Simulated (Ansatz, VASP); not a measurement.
# RbReB2 in VASP and in Ansatz

```
CELL_PARAMETERS angstrom
2.50313 -2.53194 0.00000
2.50313 2.53194 0.00000
0.00000 0.00000 5.94123
ATOMIC_POSITIONS crystal
Rb 0.50000 0.50000 0.00000
Re 0.50000 0.50000 0.50000
B 0.00000 0.00000 0.50000
B 0.00000 0.00000 0.00000
```

Alike in both runs: task relaxation of cell and atoms; functional PBE; k mesh 6 × 6 × 4; occupations gaussian, width 0.1 eV; no spin polarisation.

|  | VASP | Ansatz |
| --- | --- | --- |
| version | VASP 6.6.1 | Ansatz 0.2.0 |
| potentials or method | VASP PAW PBE potentials, release 64 (Rb_sv, Re, B), cutoff 600 eV | scalar-relativistic, plane waves, PAW |
| valence electrons in the cell | 22 | 30 |

|  | VASP | Ansatz | Ansatz less VASP |
| --- | --- | --- | --- |
| gap on the k mesh at the Fermi level, each at its own relaxed structure (eV) | none | none | - |
| relaxed volume (Å³/atom) | 16.99 | 16.93 | -0.051 |
| relaxed cell length with the largest relative difference (Å) | 3.310 | 3.302 | -0.0081 |

A gap of «none» marks a metal or a gap that the smearing closes. VASP's potentials hold 22 valence electrons a cell and Ansatz's 30, so a difference there can come from the potentials and not from the codes.

Spin-orbit coupling is off throughout.
